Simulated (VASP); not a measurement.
Set up this calculation in VASP 6.6.1, as the native input.

```yaml
Task: single point
Functional: PBE
Potentials_or_basis: VASP PAW PBE potentials, release 64 (Os)
Cutoff: 520 eV
k_mesh: 16 × 16 × 15
Occupations: fermi-dirac, width 0.05 eV
Spin: no spin polarisation
Dipole_correction: no
Further_INCAR_settings: ALGO = Normal; EDIFF = 1e-06; NBANDS = 10
```

The structure of Os lies in POSCAR:

```
Os
1.0
    2.6686075081      0.0000000000      0.0000000000
   -1.3343037541      2.3110818947      0.0000000000
    0.0000000000      0.0000000000      2.5594616766
Os
1
Direct
    0.0000000000      0.0000000000      0.0000000000
```

This isn't the form of Os at room conditions, which is hcp.

One way to write it, as run:

INCAR

```
SYSTEM = Os
ALGO = Normal
EDIFF = 1E-6
ENCUT = 520
GGA = PE
ISIF = 2
ISMEAR = -1
LASPH = .TRUE.
LCHARG = .FALSE.
LREAL = .FALSE.
LWAVE = .FALSE.
NBANDS = 10
NELM = 60
PREC = Accurate
SIGMA = 0.05
```

KPOINTS

```
k-points
0
G
  16 16 15
  0 0 0
```

Potentials or basis: VASP PAW PBE potentials, release 64 (Os).

Run with:

```bash
$ cat potpaw_PBE.64/Os/POTCAR > POTCAR
$ mpirun -np 1 vasp_std > vasp.out
```

Results of the run:

* Pressure: -0.2 GPa
* Band gap on the k mesh: zero (bands 4 and 5 overlap by 4.60 eV)

Caveat: spin-orbit coupling is left out, which moves the levels of the heavy elements.

Wall time 21 s on 1 thread of Intel Xeon 8259CL, with other jobs on the host, peak memory 0.16 GiB.
